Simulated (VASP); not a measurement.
# WSe2 (Amm2) in VASP: notebook, part 2 of 2

VASP 6.6.1. Earlier steps stand in the parts before.

**3. Single point, PBE+D3(BJ)**

This run uses another cell than the first one, of the same volume but with other edges.

Contents of INCAR:

```
SYSTEM = WSe2
PREC = Accurate ; ENCUT = 520
EDIFF = 1E-6 ; ISMEAR = 0
SIGMA = 0.05 ; LREAL = .False.
LASPH = .True. ; NELM = 80
ALGO = Normal ; ISIF = 2
LWAVE = .False. ; LCHARG = .True.
GGA = PE ; IVDW = 12
LELF = .True. ; LVHAR = .True.
NBANDS = 20
```

Contents of KPOINTS:

```
regular mesh
0
Gamma
  9 9 4
  0 0 0
```

Contents of POSCAR:

```
WSe2
1.0
    3.1532363999      0.0000000000      0.0000000000
   -1.5766182000      3.0147513001      0.0000000000
    0.0000000000      0.0000000000      6.8423881836
W Se
1 2
Direct
    0.0000000000      0.0000000000      0.0000000000
    0.3333333333      0.6666666667      0.2405528385
    0.3333333333      0.6666666667      0.7594471615
```

Potentials or basis: VASP PAW PBE potentials, release 64 (W_sv, Se).

Started as:

```bash
$ cat potpaw_PBE.64/W_sv/POTCAR potpaw_PBE.64/Se/POTCAR > POTCAR
$ mpirun -np 1 vasp_std > vasp.out
```

OUTCAR:

```text
SYSTEM = WSe2
   PREC = Accurate
   ENCUT = 520
   EDIFF = 1E-6
   ISMEAR = 0
   LREAL = .False.
   LASPH = .True.
   NELM = 80
   ISIF = 2
   GGA = PE
   IVDW = 12
 IVDW          = 12

 ion  position               nearest neighbor table
   1  0.000  0.000  0.000-   2 2.49   3 2.49   2 2.49   3 2.49   2 2.60   3 2.60
   2  0.333  0.667  0.241-   1 2.49   1 2.49   1 2.60
   3  0.333  0.667  0.759-   1 2.49   1 2.49   1 2.60

  LATTYP: Found a base centered orthorhombic cell.
 ALAT       =     3.1532363999
 B/A-ratio  =     1.9121631985
 C/A-ratio  =     2.1699572489

  Lattice vectors:

 A1 = (   1.5766182000,  -3.0147513001,   0.0000000000)
 A2 = (   1.5766181999,   3.0147513001,   0.0000000000)
 A3 = (   0.0000000000,   0.0000000000,   6.8423881836)

Analysis of symmetry for initial positions (statically):
=====================================================================
 Subroutine PRICEL returns:
 Original cell was already a primitive cell.

 Routine SETGRP: Setting up the symmetry group for a
 base centered orthorhombic supercell.

 Subroutine GETGRP returns: Found  4 space group operations
 (whereof  4 operations were pure point group operations)
 out of a pool of  8 trial point group operations.

[... 165 lines left out ...]

 val. band max:        5.5060689470   @ k =   0.0000   0.0000   0.5000
 cond. band min:       6.7262099010   @ k =   0.3333   0.3333   0.0000
 fundamental gap:      1.2201409540
 Fermi energy:         5.8926449849

 k-point     1 :       0.0000    0.0000    0.0000
  band No.  band energies     occupation
      1     -68.7374      2.00000
      2     -32.9970      2.00000
      3     -32.9585      2.00000
      4     -32.7764      2.00000
      5      -9.6480      2.00000
      6      -8.1515      2.00000
[... 541 lines left out ...]
     19      12.1377      0.00000
     20      13.5747      0.00000

 [... further k-points ...]

------------------------ aborting loop because EDIFF is reached ----------------------------------------

 Edisp (eV)   -1.29901

 E8    (eV) :    -0.5790

  FORCE on cell =-STRESS in cart. coord.  units (eV):
  Direction    XX          YY          ZZ          XY          YZ          ZX
  --------------------------------------------------------------------------------------
  -------------------------------------------------------------------------------------
  Total       3.53682    -2.95728     1.90053     0.00000     0.00000     0.00000
  in kB      87.11808   -72.84286    46.81328     0.00000     0.00000     0.00000
  external pressure =       20.36 kB  Pullay stress =        0.00 kB

 VOLUME and BASIS-vectors are now :
 -----------------------------------------------------------------------------
  energy-cutoff  :      520.00
  volume of cell :       65.05
      direct lattice vectors                 reciprocal lattice vectors
     3.153236400  0.000000000  0.000000000     0.317134484  0.165851160  0.000000000
    -1.576618200  3.014751300  0.000000000     0.000000000  0.331702320  0.000000000
     0.000000000  0.000000000  6.842388184     0.000000000  0.000000000  0.146147803

 POSITION                                       TOTAL-FORCE (eV/Angst)
 -----------------------------------------------------------------------------------
      0.00000      0.00000      0.00000        -0.000000      0.695334      0.000000
     -0.00000      2.00983      1.64596         0.000000     -0.347667      0.474020
     -0.00000      2.00983      5.19643         0.000000     -0.347667     -0.474020
 -----------------------------------------------------------------------------------
    total drift:                                0.000002      0.000238     -0.000000

  FREE ENERGIE OF THE ION-ELECTRON SYSTEM (eV)
  ---------------------------------------------------
  free  energy   TOTEN  =       -22.6670542281 eV

  energy  without entropy=      -22.6670542281  energy(sigma->0) =      -22.66705423
```

OSZICAR:

```text
N       E                     dE             d eps       ncg     rms          rms(c)
DAV:   1     0.196398037784E+03    0.19640E+03   -0.12618E+04  3000   0.125E+03
DAV:   2    -0.121847088031E+02   -0.20858E+03   -0.20173E+03  3584   0.327E+02
DAV:   3    -0.221965966676E+02   -0.10012E+02   -0.98899E+01  3672   0.666E+01
DAV:   4    -0.223292039748E+02   -0.13261E+00   -0.13252E+00  3592   0.833E+00
DAV:   5    -0.223306468859E+02   -0.14429E-02   -0.14429E-02  3612   0.947E-01    0.213E+01
DAV:   6    -0.215638279030E+02    0.76682E+00   -0.46428E+00  3216   0.139E+01    0.745E+00
DAV:   7    -0.214248939062E+02    0.13893E+00   -0.13875E+00  3136   0.622E+00    0.455E+00
DAV:   8    -0.213673311508E+02    0.57563E-01   -0.24354E-01  3452   0.325E+00    0.665E-01
DAV:   9    -0.213677515616E+02   -0.42041E-03   -0.11849E-02  3524   0.691E-01    0.353E-01
DAV:  10    -0.213679161062E+02   -0.16454E-03   -0.17441E-03  3380   0.310E-01    0.760E-02
DAV:  11    -0.213679911995E+02   -0.75093E-04   -0.18553E-04  3444   0.949E-02    0.530E-02
DAV:  12    -0.213680389461E+02   -0.47747E-04   -0.66847E-05  3284   0.512E-02    0.101E-02
DAV:  13    -0.213680482394E+02   -0.92933E-05   -0.14576E-05  3524   0.245E-02    0.451E-03
DAV:  14    -0.213680488718E+02   -0.63235E-06   -0.12858E-06  2980   0.651E-03
   1 F= -.22667054E+02 E0= -.22667054E+02  d E =-.953419E-30
```

stdout:

```text
POSCAR found type information on POSCAR W Se
 POSCAR found :  2 types and       3 ions
 scaLAPACK will be used
 LDA part: xc-table for (Slater+PW92), standard interpolation
 POSCAR, INCAR and KPOINTS ok, starting setup
 FFT: planning ... GRIDC
 FFT: planning ... GRID_SOFT
 FFT: planning ... GRID
 WAVECAR not read
 entering main loop
```

Run time: 37 s. Hardware: 1 thread of AMD EPYC 9R45 (Zen 5), shared host; peak memory 0.22 GiB.

Results:

| Property | Result |
| --- | --- |
| Free energy | -22.6671 eV |
| Pressure | 2.0 GPa |
| Largest force | 0.695 eV/Å |
| Band gap on the k mesh | 1.22 eV (least direct gap 1.40 eV) |
| Dispersion energy per atom | -0.433 eV |

Forces on the atoms (eV/Å):
```
W    0.000  0.695  0.000
Se   0.000 -0.348  0.474
Se   0.000 -0.348 -0.474
```

Caveat: the cell differs from its parent crystal (strain +e along x and -e along y -0.0500, strain +e along z and -e/2 along x and y -0.0233); the stress differs along the axes, from -7 to 9 GPa; spin-orbit coupling is left out, which moves the levels of the heavy elements. A k mesh can miss the band edges.
